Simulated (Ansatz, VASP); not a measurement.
## Sn3Te in VASP and in Ansatz

Contents of INCAR:

```
  ALGO = Normal
  EDIFF = 1E-6
  ENCUT = 520
  GGA = PS
  ISIF = 2
  ISMEAR = -1
  LASPH = True
  LCHARG = False
  LREAL = False
  LWAVE = False
  NBANDS = 32
  NELM = 80
  PREC = Accurate
  SIGMA = 0.05
```

KPOINTS

```
k-points
0
Gamma
  6 6 6
```

Contents of POSCAR:

```
Sn3Te
1.0
    4.9296506847      0.0000000000      0.0000000000
    0.0000000000      4.9296506847      0.0000000000
    0.0000000000      0.0000000000      4.9296506847
Te Sn
1 3
Direct
    0.0000000000      0.0000000000      0.0000000000
    0.0000000000      0.5000000000      0.5000000000
    0.5000000000      0.0000000000      0.5000000000
    0.5000000000      0.5000000000      0.0000000000
```

File input.yaml:

```yaml
crystal:
  lattice:
    - [4.9296506847, 0.0, 0.0]
    - [0.0, 4.9296506847, 0.0]
    - [0.0, 0.0, 4.9296506847]
  atoms:
    - { symbol: Te, position: [0.0, 0.0, 0.0] }
    - { symbol: Sn, position: [0.0, 0.5, 0.5] }
    - { symbol: Sn, position: [0.5, 0.0, 0.5] }
    - { symbol: Sn, position: [0.5, 0.5, 0.0] }
kpoints:
  mp_grid: { grid: [6, 6, 6] }
scf:
  occupations: { method: fermi_dirac, width: 0.05 }
hamiltonian:
  xc: pbesol
  pseudopotentials: { kind: all_electron, lapw: { basis_error: 0.001 } }
output:
  forces: true
  stress: true
  eigenvalues: true
```

Change from the starting cell: volume scaled by 1.04.

Alike in both runs: task single point; functional PBEsol; k mesh 6 × 6 × 6; occupations fermi-dirac, width 0.05 eV; no spin polarisation.

```csv
,VASP,Ansatz
version,VASP 6.6.1,Ansatz 0.2.0
potentials or method,"VASP PAW PBE potentials, release 64 (Te, Sn_d), cutoff 520 eV","all-electron LAPW, scalar-relativistic"
```

|  | VASP | Ansatz | Ansatz less VASP |
| --- | --- | --- | --- |
| gap on the k mesh at the Fermi level (eV) | none | none | - |
| pressure (GPa) | -3.8 | -3.8 | +0.04 |

VASP's potentials were made for PBE, not for PBEsol. A gap of «none» marks a metal or a gap that the smearing closes. Ansatz ran all-electron here, and VASP with PAW potentials.

Neither program's run includes spin-orbit coupling.
